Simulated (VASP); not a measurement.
# MgS (Immm) in VASP: further runs, part 2 of 2

VASP 6.6.1. The steps go on from the part before.

## (3) Single point, PBEsol (uniaxial strain along a: -4.0 %)

File INCAR:

```
SYSTEM = MgS
PREC = Accurate ; ENCUT = 520
EDIFF = 1E-6 ; ISMEAR = 0
SIGMA = 0.02 ; LREAL = .False.
LASPH = .True. ; NELM = 60
ALGO = Normal ; ISIF = 2
LWAVE = .False. ; LCHARG = .False.
GGA = PS ; NBANDS = 16
```

File KPOINTS:

```
Automatic mesh
0
Gamma
  6 6 6
  0 0 0
```

File POSCAR:

```
MgS
1.0
    2.4873346638      2.4873346638      0.0000000000
   -2.6168833442      2.6168833442      0.0000000000
    0.0000000000      0.0000000000      5.2337666885
Mg S
2 2
Direct
    0.0000000000      0.0000000000      0.0000000000
    0.5000000000      0.5000000000      0.5000000000
    0.5000000000      0.5000000000      0.0000000000
    0.0000000000      0.0000000000      0.5000000000
```

Potentials or basis: VASP PAW PBE potentials, release 64 (Mg, S).

Launch:

```bash
$ cat potpaw_PBE.64/Mg/POTCAR potpaw_PBE.64/S/POTCAR > POTCAR
$ mpirun -np 1 vasp_std > vasp.out
```

Wall time 48 s (1 thread of AMD EPYC 7R13 (Zen 3), shared host); peak memory 0.18 GiB.

The run converged. Its results:

- Free energy: -18.0988 eV
- Pressure: 1.6 GPa
- Band gap on the k mesh: 2.50 eV

Stress tensor (GPa, compression positive):
```
 2.74  2.96  0.00
 2.96  2.74  0.00
 0.00  0.00 -0.56
```

Levels at points of the mesh, in eV from the valence-band top:
```
           k point  band 6  band 7  band 8  band 9  band 10  band 11
(0.00, 0.00, 0.00)   -0.51   -0.17    0.00    2.52     3.58     4.11
(0.50, 0.00, 0.00)   -2.61   -1.08   -1.08    5.20     5.20     7.42
(0.00, 0.50, 0.00)   -2.77   -0.61   -0.61    5.80     5.80     7.54
(0.50, 0.50, 0.00)   -2.16   -1.93   -1.93    2.50     2.50     3.89
(0.00, 0.00, 0.50)   -1.53   -0.90   -0.90    4.59     4.59     5.41
(0.50, 0.00, 0.50)   -1.04   -0.92   -0.92    4.04     4.04     6.41
(0.00, 0.50, 0.50)   -0.90   -0.58   -0.58    4.34     4.34     6.61
(0.50, 0.50, 0.50)   -3.65   -2.59   -2.59    4.96     4.96     7.44
```

Caveat: the cell differs from its parent crystal (uniaxial strain along a: -4.0 %); the PAW data sets were made with another functional, which shifts forces and pressure a little. A k mesh can miss the band edges.

## (4) Single point, PBEsol

File INCAR:

```
PREC = Accurate
ENCUT = 520
EDIFF = 1E-6
ISMEAR = 0
SIGMA = 0.02
LREAL = F
LASPH = T
NELM = 60
ALGO = Normal
ISIF = 2
LWAVE = F
LCHARG = F
GGA = PS
NBANDS = 16
```

File KPOINTS:

```
regular mesh
0
Gamma
  6 6 6
```

Edit POSCAR of step 3 so:

```diff
@@ -3,4 +3,4 @@
     2.4873346638      2.4873346638      0.0000000000
-   -2.6168833442      2.6168833442      0.0000000000
-    0.0000000000      0.0000000000      5.2337666885
+   -2.6183520275      2.6183520275      0.0000000000
+    0.0000000000      0.0000000000      5.2194729106
 Mg S
```

Launch:

```bash
$ cat potpaw_PBE.64/Mg/POTCAR potpaw_PBE.64/S/POTCAR > POTCAR
$ mpirun -np 1 vasp_std > vasp.out
```

It took 45 s on 1 thread of AMD EPYC 7R13 (Zen 3), shared host; peak memory 0.19 GiB.

Results (log left out):

| Item | Value |
| --- | --- |
| Free energy | -18.0992 eV |
| Pressure | 1.8 GPa |
| Band gap on the k mesh | 2.51 eV |

Stress tensor (GPa, compression positive):
```
 2.79  2.99  0.00
 2.99  2.79  0.00
 0.00  0.00 -0.19
```

Levels at points of the mesh, in eV from the valence-band top:
```csv
k point,band 4,band 5,band 6,band 7,band 8,band 9,band 10,band 11,band 12,band 13
"(0.00, 0.00, 0.00)",-2.29,-1.59,-0.51,-0.19,0.00,2.51,3.59,4.09,7.23,7.50
"(0.50, 0.00, 0.00)",-4.17,-2.62,-2.62,-1.09,-1.09,5.18,5.18,7.42,7.42,7.42
"(0.00, 0.50, 0.00)",-4.25,-2.79,-2.79,-0.63,-0.63,5.78,5.78,7.55,7.55,7.67
"(0.50, 0.50, 0.00)",-4.67,-2.15,-2.15,-1.95,-1.95,2.51,2.51,3.88,3.88,11.85
"(0.00, 0.00, 0.50)",-2.88,-1.54,-1.54,-0.91,-0.91,4.59,4.59,5.40,5.40,8.01
"(0.50, 0.00, 0.50)",-5.24,-1.06,-1.06,-0.93,-0.93,4.03,4.03,6.39,6.39,6.48
"(0.00, 0.50, 0.50)",-5.41,-0.90,-0.90,-0.59,-0.59,4.34,4.34,6.61,6.61,7.16
"(0.50, 0.50, 0.50)",-3.75,-3.66,-3.66,-2.62,-2.62,4.98,4.98,7.45,7.45,7.60
```

Caveat: the PAW data sets were made with another functional, which shifts forces and pressure a little.

## (5) Single point, PBEsol (uniaxial strain along a: -2.0 %, then relaxed in part)

File INCAR:

```
SYSTEM = MgS
PREC     = Accurate       ! precision mode
ENCUT    = 520            ! plane-wave cutoff, eV
EDIFF    = 1E-6           ! SCF threshold, eV
ISMEAR   = 0              ! smearing method
SIGMA    = 0.02           ! smearing width, eV
LREAL    = .FALSE.        ! projectors in reciprocal space
LASPH    = .TRUE.         ! aspherical terms in the spheres
NELM     = 80             ! most SCF steps
ALGO     = Normal         ! electronic algorithm
ISIF     = 2              ! what is computed and relaxed
LWAVE    = .FALSE.        ! write WAVECAR
LCHARG   = .FALSE.        ! write CHGCAR
GGA      = PS             ! functional
NBANDS   = 16             ! bands
```

File KPOINTS:

```
regular mesh
0
G
  6 6 6
  0 0 0
```

File POSCAR:

```
MgS
1.0
    2.5391541360      2.5391541360      0.0000000000
   -2.6039109229      2.6039109229      0.0000000000
    0.0000000000      0.0000000000      5.2016610968
Mg S
2 2
Direct
    0.0000000000      0.0000000000      0.0000000000
    0.5000000000      0.5000000000      0.5000000000
    0.5000000000      0.5000000000      0.0000000000
    0.0000000000      0.0000000000      0.5000000000
```

Launch:

```bash
$ cat potpaw_PBE.64/Mg/POTCAR potpaw_PBE.64/S/POTCAR > POTCAR
$ mpirun -np 1 vasp_std > vasp.out
```

It took 40 s on 1 thread of AMD EPYC 7R13 (Zen 3), shared host; peak memory 0.19 GiB.

Results (log left out):

- Free energy: -18.1369 eV
- Pressure: 0.7 GPa
- Band gap on the k mesh: 2.63 eV

Stress tensor (GPa, compression positive):
```
 1.18  1.42  0.00
 1.42  1.18  0.00
 0.00  0.00 -0.25
```

Levels at points of the mesh, in eV from the valence-band top:
| k point | band 5 | band 6 | band 7 | band 8 | band 9 | band 10 | band 11 | band 12 |
| --- | --- | --- | --- | --- | --- | --- | --- | --- |
| (0.00, 0.00, 0.00) | -1.67 | -0.24 | -0.08 | 0.00 | 2.66 | 3.66 | 4.12 | 7.55 |
| (0.50, 0.00, 0.00) | -2.51 | -2.51 | -0.86 | -0.86 | 5.40 | 5.40 | 7.54 | 7.54 |
| (0.00, 0.50, 0.00) | -2.59 | -2.59 | -0.64 | -0.64 | 5.69 | 5.69 | 7.59 | 7.59 |
| (0.50, 0.50, 0.00) | -1.94 | -1.94 | -1.84 | -1.84 | 2.63 | 2.63 | 4.05 | 4.05 |
| (0.00, 0.00, 0.50) | -1.26 | -1.26 | -0.96 | -0.96 | 4.84 | 4.84 | 5.39 | 5.39 |
| (0.50, 0.00, 0.50) | -0.82 | -0.82 | -0.76 | -0.76 | 4.24 | 4.24 | 6.63 | 6.63 |
| (0.00, 0.50, 0.50) | -0.74 | -0.74 | -0.60 | -0.60 | 4.40 | 4.40 | 6.72 | 6.72 |
| (0.50, 0.50, 0.50) | -3.49 | -3.49 | -2.51 | -2.51 | 5.13 | 5.13 | 7.67 | 7.67 |

Caveat: the cell differs from its parent crystal (uniaxial strain along a: -2.0 %, then relaxed in part); the PAW data sets were made with another functional, which shifts forces and pressure a little. A k mesh can miss the band edges.

## (6) Single point, PBEsol (uniaxial strain along a: -2.0 %)

File INCAR:

```
SYSTEM = MgS
ALGO = Normal ; EDIFF = 1E-6
ENCUT = 520 ; GGA = PS
ISIF = 2 ; ISMEAR = 0
LASPH = .True. ; LCHARG = .False.
LREAL = .False. ; LWAVE = .False.
NBANDS = 16 ; NELM = 80
PREC = Accurate ; SIGMA = 0.02
```

File KPOINTS:

```
k-points
0
Gamma
  6 6 6
  0 0 0
```

Edit POSCAR of step 5 so:

```diff
@@ -3,4 +3,4 @@
     2.5391541360      2.5391541360      0.0000000000
-   -2.6039109229      2.6039109229      0.0000000000
-    0.0000000000      0.0000000000      5.2016610968
+   -2.6039284762      2.6039284762      0.0000000000
+    0.0000000000      0.0000000000      5.2078569524
 Mg S
```

Potentials or basis: VASP PAW PBE potentials, release 64 (Mg, S).

Launch:

```bash
$ cat potpaw_PBE.64/Mg/POTCAR potpaw_PBE.64/S/POTCAR > POTCAR
$ mpirun -np 1 vasp_std > vasp.out
```

Wall time 39 s (1 thread of AMD EPYC 7R13 (Zen 3), shared host); peak memory 0.19 GiB.

The run converged. Its results:

| Item | Value |
| --- | --- |
| Free energy | -18.1368 eV |
| Pressure | 0.6 GPa |
| Band gap on the k mesh | 2.62 eV |

Stress tensor (GPa, compression positive):
```
 1.13  1.42  0.00
 1.42  1.13  0.00
 0.00  0.00 -0.42
```

Levels at points of the mesh, in eV from the valence-band top:
```tsv
k point	band 4	band 5	band 6	band 7	band 8	band 9	band 10	band 11	band 12	band 13
(0.00, 0.00, 0.00)	-1.99	-1.66	-0.24	-0.07	0.00	2.66	3.65	4.13	7.56	7.66
(0.50, 0.00, 0.00)	-3.97	-2.51	-2.51	-0.86	-0.86	5.41	5.41	7.54	7.54	7.62
(0.00, 0.50, 0.00)	-4.01	-2.58	-2.58	-0.63	-0.63	5.70	5.70	7.59	7.59	7.74
(0.50, 0.50, 0.00)	-4.48	-1.94	-1.94	-1.83	-1.83	2.62	2.62	4.05	4.05	11.97
(0.00, 0.00, 0.50)	-2.73	-1.26	-1.26	-0.95	-0.95	4.83	4.83	5.39	5.39	8.10
(0.50, 0.00, 0.50)	-5.08	-0.82	-0.82	-0.76	-0.76	4.24	4.24	6.63	6.63	6.66
(0.00, 0.50, 0.50)	-5.16	-0.74	-0.74	-0.60	-0.60	4.40	4.40	6.71	6.71	7.01
(0.50, 0.50, 0.50)	-3.53	-3.49	-3.49	-2.50	-2.50	5.12	5.12	7.66	7.66	7.74
```

Caveat: the cell differs from its parent crystal (uniaxial strain along a: -2.0 %); the PAW data sets were made with another functional, which shifts forces and pressure a little. A k mesh can miss the band edges.

## (7) The runs side by side

| cell | gap on the mesh (eV) | pressure (GPa) |
| --- | --- | --- |
| a = 3.518, b = 3.703, c = 5.219 Å, 4 atoms | 2.51 | 1.8 |
| a = 3.518, b = 3.701, c = 5.234 Å, 4 atoms | 2.50 | 1.6 |
| a = 3.591, b = 3.682, c = 5.202 Å, 4 atoms | 2.63 | 0.7 |
| a = 3.591, b = 3.683, c = 5.208 Å, 4 atoms | 2.62 | 0.6 |

Alike in all rows: task single point; level PBEsol; potentials or basis VASP PAW PBE potentials, release 64 (Mg, S); no spin polarisation; k mesh 6 × 6 × 6; cutoff (eV) 520; smearing gaussian 0.02 eV.

Caveats: the PAW data sets were made with another functional, which shifts forces and pressure a little.

Total energies depend on the potentials used, so only differences within one code and one set of settings carry meaning.
